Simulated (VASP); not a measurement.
# Co (P6/mmm) in VASP: single point with PBE

Aim: the single point of Co with PBE.

Program: VASP 6.6.1. These are calculated values, not measurements. Logs are shortened: lines on timing, memory, paths and dates and some standing lists are left out, and cuts for length are marked.

### 1 The cell of the first run

It takes space group P6/mmm (No. 191, hexagonal). The conventional cell has a = 3.541 Å, b = 3.541 Å, c = 2.151 Å, α = 90.00°, β = 90.00°, γ = 120.00°. Co (site symmetry 6/mmm) has 14 Co at 2.15 to 2.31 Å within 2.8 Å. Within 2.7 Å of Co (site symmetry -6m2) lie 11 Co at 2.04 to 2.31 Å.

This isn't the form of Co at room conditions, which is hcp.

### 2 Single point, PBE, collinear spin, ferromagnetic start

The input, INCAR:

```
SYSTEM = Co
  ALGO = Normal
  EDIFF = 1E-6
  ENCUT = 690
  GGA = PE
  GGA_COMPAT = .FALSE.
  ISIF = 2
  ISMEAR = -1
  ISPIN = 2
  LASPH = .TRUE.
  LCHARG = .TRUE.
  LELF = .TRUE.
  LMAXMIX = 4
  LORBIT = 11
  LREAL = .FALSE.
  LVHAR = .TRUE.
  LWAVE = .FALSE.
  MAGMOM = 1.7 1.7 1.7
  NBANDS = 36
  NELM = 200
  PREC = Accurate
  SIGMA = 0.1
```

The input, KPOINTS:

```
k-points
0
G
  10 10 14
  0 0 0
```

The input, POSCAR:

```
Co
1.0
    3.5411751145      0.0000000000      0.0000000000
   -1.7705875573      3.0667476083      0.0000000000
    0.0000000000      0.0000000000      2.1510523566
Co
3
Direct
    0.0000000000      0.0000000000      0.0000000000
    0.3333333333      0.6666666667      0.5000000000
    0.6666666667      0.3333333333      0.5000000000
```

Potentials or basis: VASP PAW PBE potentials, release 64 (Co_sv).

The run is started by

```
$ cat potpaw_PBE.64/Co_sv/POTCAR > POTCAR
$ mpirun -np 1 vasp_std > vasp.out
```

OUTCAR:

```text
SYSTEM = Co
   EDIFF = 1E-6
   ENCUT = 690
   GGA = PE
   ISIF = 2
   ISMEAR = -1
   ISPIN = 2
   LASPH = .TRUE.
   LORBIT = 11
   LREAL = .FALSE.
   NELM = 200
   PREC = Accurate

 ion  position               nearest neighbor table
   1  0.000  0.000  0.000-   2 2.31   3 2.31   2 2.31   3 2.31   2 2.31   2 2.31   3 2.31   3 2.31
                             3 2.31   3 2.31   2 2.31   2 2.31
   2  0.333  0.667  0.500-   3 2.04   3 2.04   3 2.04   1 2.31   1 2.31   1 2.31   1 2.31   1 2.31
                             1 2.31
   3  0.667  0.333  0.500-   2 2.04   2 2.04   2 2.04   1 2.31   1 2.31   1 2.31   1 2.31   1 2.31
                             1 2.31

  LATTYP: Found a hexagonal cell.
 ALAT       =     3.5411751145
 C/A-ratio  =     0.6074402669

  Lattice vectors:

 A1 = (   3.5411751145,   0.0000000000,   0.0000000000)
 A2 = (  -1.7705875573,   3.0667476083,   0.0000000000)
 A3 = (   0.0000000000,   0.0000000000,   2.1510523566)

Analysis of symmetry for initial positions (statically):
=====================================================================
 Subroutine PRICEL returns:
 Original cell was already a primitive cell.

 Routine SETGRP: Setting up the symmetry group for a
 hexagonal supercell.

 Subroutine GETGRP returns: Found 24 space group operations
 (whereof 24 operations were pure point group operations)
 out of a pool of 24 trial point group operations.

The static configuration has the point symmetry D_6h.

Analysis of symmetry for dynamics (positions and initial velocities):
=====================================================================
 Subroutine PRICEL returns:
 Original cell was already a primitive cell.

 Routine SETGRP: Setting up the symmetry group for a
 hexagonal supercell.

 Subroutine GETGRP returns: Found 24 space group operations
 (whereof 24 operations were pure point group operations)
 out of a pool of 24 trial point group operations.

The dynamic configuration has the point symmetry D_6h.

Analysis of structural, dynamic, and magnetic symmetry:
=====================================================================
 Subroutine PRICEL returns:
 Original cell was already a primitive cell.

 Routine SETGRP: Setting up the symmetry group for a
 hexagonal supercell.

 Subroutine GETGRP returns: Found 24 space group operations
 (whereof 24 operations were pure point group operations)
 out of a pool of 24 trial point group operations.

The overall configuration has the point symmetry D_6h.

 Subroutine INISYM returns: Found 24 space group operations
 (whereof 24 operations are pure point group operations),
 and found     1 'primitive' translations

----------------------------------------------------------------------------------------

                                     Primitive cell

  volume of cell :      23.3602

  direct lattice vectors                    reciprocal lattice vectors
     3.541175115  0.000000000  0.000000000     0.282392135  0.163039175  0.000000000
    -1.770587557  3.066747608  0.000000000     0.000000000  0.326078350  0.000000000
     0.000000000  0.000000000  2.151052357     0.000000000  0.000000000  0.464888731

  length of vectors
     3.541175115  3.541175114  2.151052357     0.326078350  0.326078350  0.464888731

  position of ions in fractional coordinates (direct lattice)
     0.000000000  0.000000000  0.000000000
     0.333333333  0.666666667  0.500000000
     0.666666667  0.333333333  0.500000000

  ion indices of the primitive-cell ions
   primitive index   ion index
                 1           1
                 2           2
                 3           3

----------------------------------------------------------------------------------------

 KPOINTS: k-points

Automatic generation of k-mesh.
 Grid dimensions read from file:
 generate k-points for:   10   10   14

 Generating k-lattice:

  Cartesian coordinates                     Fractional coordinates (reciprocal lattice)
     0.028239213  0.016303918  0.000000000     0.100000000  0.000000000  0.000000000
     0.000000000  0.032607835  0.000000000     0.000000000  0.100000000  0.000000000
     0.000000000  0.000000000  0.033206338     0.000000000  0.000000000  0.071428571

  Length of vectors
     0.032607835  0.032607835  0.033206338

  Shift w.r.t. Gamma in fractional coordinates (k-lattice)
     0.000000000  0.000000000  0.000000000

 Subroutine IBZKPT returns following result:
 ===========================================

 Found    112 irreducible k-points:

 Following reciprocal coordinates:
            Coordinates               Weight
  0.000000  0.000000  0.000000      1.000000
  0.100000  0.000000  0.000000      6.000000
  0.200000  0.000000  0.000000      6.000000
  0.300000  0.000000  0.000000      6.000000
  0.400000  0.000000  0.000000      6.000000
  0.500000  0.000000  0.000000      3.000000
[... 16 lines left out ...]
  0.300000  0.100000  0.071429     24.000000
  0.400000  0.100000  0.071429     24.000000
 [... further k-points ...]
   k-points           NKPTS =    112   k-points in BZ     NKDIM =    112   number of bands    NBANDS=     36
   number of dos      NEDOS =    301   number of ions     NIONS =      3
   total plane-waves  NPLWV =  16200
   dimension x,y,z NGX =    30 NGY =   30 NGZ =   18
   dimension x,y,z NGXF=    60 NGYF=   60 NGZF=   36
   ions per type =               3
   NGX,Y,Z   is equivalent  to a cutoff of  14.08, 14.08, 13.91 a.u.
   NGXF,Y,Z  is equivalent  to a cutoff of  28.17, 28.17, 27.82 a.u.
 SYSTEM =  Co
   PREC   = accura    normal or accurate (medium, high low for compatibility)
   ISTART =      0    job   : 0-new  1-cont  2-samecut
   ICHARG =      2    charge: 1-file 2-atom 10-const
   ISPIN  =      2    spin polarized calculation?
   LNONCOLLINEAR =      F non collinear calculations
   LSORBIT =      F    spin-orbit coupling
   LASPH  =      T    aspherical Exc in radial PAW
   ENCUT  =  690.0 eV  50.71 Ry    7.12 a.u.   7.58  7.58  4.61*2*pi/ulx,y,z
   NELM   =    200;   NELMIN=  2; NELMDL= -5     # of ELM steps
   EDIFF  = 0.1E-05   stopping-criterion for ELM
   LREAL  =      F    real-space projection
[... 7 lines left out ...]
   TEBEG  =    0.0;   TEEND  =   0.0 temperature during run
   PSTRESS=    0.0 pullay stress
   NELECT =      51.0000    total number of electrons
   NUPDOWN=      -1.0000    fix difference up-down
   EMIN   =  10.00;   EMAX   =-10.00  energy-range for DOS
   EFERMI =   0.00;   METHOD = LEGACY
   ISMEAR =    -1;   SIGMA  =   0.10  broadening in eV -4-tet -1-fermi 0-gaus
   EFERMI_NEDOS =   21; number of points for ismear=-14 and -15
   IALGO  =     38    algorithm
   IMIX   =      4    mixing-type and parameters
     AMIX     =   0.40;   BMIX     =  1.00
     AMIX_MAG =   1.60;   BMIX_MAG =  1.00
  volume/ion in A,a.u.               =       7.79        52.55
  Fermi-wavevector in a.u.,A,eV,Ry     =   2.123763  4.013330 61.367309  4.510370
  Thomas-Fermi vector in A             =   3.107470
   LORBIT       =     11    0 simple, 1 ext, 2 COOP (PROOUT), +10 PAW based schemes
   GGA     = PE    functional components
   LHFCALC =     F    Hartree Fock is set to
   AEXX    =    0.0000 exact exchange contribution
   IVDW    =     0    specifies the selected vdW correction
   LEPSILON=     F    determine dielectric tensor
   LRPA    =     F    only Hartree local field effects (RPA)
 spin polarized calculation
  energy-cutoff  :      690.00
  volume of cell :       23.36
 maximum number of plane-waves:       981
   NGX = 15   NGY = 15   NGZ =  9

 number of electron      50.9999905 magnetization       3.4657683

 Free energy of the ion-electron system (eV)
  ---------------------------------------------------
  ext. energy  EPLUGINS =         0.00000000
  ---------------------------------------------------
  free energy    TOTEN  =       -17.64142814 eV

  energy without entropy =      -17.52448697  energy(sigma->0) =      -17.58295756

 E-fermi :  18.4575     XC(G=0): -16.1319

 val. band max:       18.4571896718   @ k =   0.3000   0.1000   0.2143
 cond. band min:      18.4583498648   @ k =   0.3000   0.3000   0.0000
 fundamental gap:      0.0011601930
 Fermi energy:        18.4575120848

 spin component 1

 k-point     1 :       0.0000    0.0000    0.0000
  band No.  band energies     occupation
      1     -78.1046      1.00000
      2     -77.7953      1.00000
      3     -77.7815      1.00000
      4     -41.6412      1.00000
      5     -41.6412      1.00000
      6     -41.2929      1.00000
[... 28 lines left out ...]
     35      38.9103      0.00000
     36      46.8149      0.00000
[... 866 lines left out ...]
      6     -41.2397      1.00000
[... 28 lines left out ...]
     35      40.9061      0.00000
     36      41.7098      0.00000

 [... further k-points ...]

 spin component 2

 k-point     1 :       0.0000    0.0000    0.0000
  band No.  band energies     occupation
      1     -76.6898      1.00000
      2     -76.3685      1.00000
      3     -76.2214      1.00000
      4     -40.2910      1.00000
      5     -40.2910      1.00000
      6     -39.8209      1.00000
[... 28 lines left out ...]
     35      39.1211      0.00000
     36      46.7047      0.00000
[... 866 lines left out ...]
      6     -39.8078      1.00000
[... 28 lines left out ...]
     35      41.0403      0.00000
     36      41.9987      0.00000

 [... further k-points ...]

------------------------ aborting loop because EDIFF is reached ----------------------------------------

  FORCE on cell =-STRESS in cart. coord.  units (eV):
  Direction    XX          YY          ZZ          XY          YZ          ZX
  --------------------------------------------------------------------------------------
  -------------------------------------------------------------------------------------
  Total       22.9831457     22.9831457     22.9780538     -0.0000000     -0.0000000      0.0000000
  in kB     1576.3172673   1576.3172672   1575.9680317     -0.0000000     -0.0000000      0.0000000
  external PRESSURE =    1576.2008554 kB  Pullay stress =       0.0000000 kB

 VOLUME and BASIS-vectors are now :
 -----------------------------------------------------------------------------
  energy-cutoff  :      690.00
  volume of cell :       23.36
      direct lattice vectors                 reciprocal lattice vectors
     3.541175115  0.000000000  0.000000000     0.282392135  0.163039175  0.000000000
    -1.770587557  3.066747608  0.000000000     0.000000000  0.326078350  0.000000000
     0.000000000  0.000000000  2.151052357     0.000000000  0.000000000  0.464888731

 POSITION                                       TOTAL-FORCE (eV/Angst)
 -----------------------------------------------------------------------------------
      0.00000      0.00000      0.00000        -0.000000      0.000000      0.000000
     -0.00000      2.04450      1.07553        -0.000000      0.000000      0.000000
      1.77059      1.02225      1.07553         0.000000      0.000000     -0.000000
 -----------------------------------------------------------------------------------
    total drift:                               -0.000000      0.000000      0.000000

  FREE ENERGIE OF THE ION-ELECTRON SYSTEM (eV)
  ---------------------------------------------------
  free  energy   TOTEN  =       -17.6414281366 eV

  energy  without entropy=      -17.5244869737  energy(sigma->0) =      -17.58295756

 total charge

# of ion       s       p       d       tot
------------------------------------------
    1        2.320   6.223   6.856  15.400
    2        2.341   6.237   6.899  15.477
    3        2.341   6.237   6.899  15.477
--------------------------------------------------
tot          7.003  18.697  20.654  46.354

 magnetization (x)

# of ion       s       p       d       tot
------------------------------------------
    1       -0.000  -0.010   1.285   1.275
    2       -0.002  -0.008   1.138   1.128
    3       -0.002  -0.008   1.138   1.128
--------------------------------------------------
tot         -0.004  -0.026   3.561   3.531
```

It took 3.2 min on 1 thread of Intel Xeon Platinum 8488C (Sapphire Rapids), shared host; peak memory 0.29 GiB.

What came out:

* Free energy: -17.6414 eV
* Pressure: 157.6 GPa
* Net moment: 3.47 μB per cell
* Site moments: Co +1.27, +1.13 (each value once) μB
* Valence electrons inside the program's atomic spheres: Co 15.40, 15.48 (each value once)

Caveat: the cell stands under pressure.
